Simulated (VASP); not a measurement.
Write the native input for VASP 6.6.1 that does the following.

```
Task                   : single point
Functional             : PBE
Potentials or basis    : VASP PAW PBE potentials, release 64 (Ta_pv)
Cutoff                 : 520 eV
k mesh                 : 13 × 13 × 13
Occupations            : methfessel-paxton, width 0.2 eV
Spin                   : no spin polarisation
Dipole correction      : no
Further INCAR settings : ALGO = Normal; EDIFF = 1e-06; NBANDS = 12
```

The structure of Ta lies in POSCAR:

```
Ta
1.0
   -1.6607181506      1.6607181506      1.6607181506
    1.6607181506     -1.6607181506      1.6607181506
    1.6607181506      1.6607181506     -1.6607181506
Ta
1
Direct
    0.0000000000      0.0000000000      0.0000000000
```

One way to write it, as run:

INCAR

```
  PREC = Accurate
  ENCUT = 520
  EDIFF = 1E-6
  ISMEAR = 1
  SIGMA = 0.2
  LREAL = F
  LASPH = T
  NELM = 100
  ALGO = Normal
  ISIF = 2
  LWAVE = F
  LCHARG = F
  GGA = PE
  NBANDS = 12
```

KPOINTS

```
Automatic mesh
0
Gamma
  13 13 13
```

Potentials or basis: VASP PAW PBE potentials, release 64 (Ta_pv).

Launch:

```sh
$ cat potpaw_PBE.64/Ta_pv/POTCAR > POTCAR
$ mpirun -np 1 vasp_std > vasp.out
```

It gave:

The pressure is 0.2 GPa.

Run time: 19 s on 1 thread of Intel Xeon 8259CL, with other jobs on the host, peak memory 0.15 GiB.
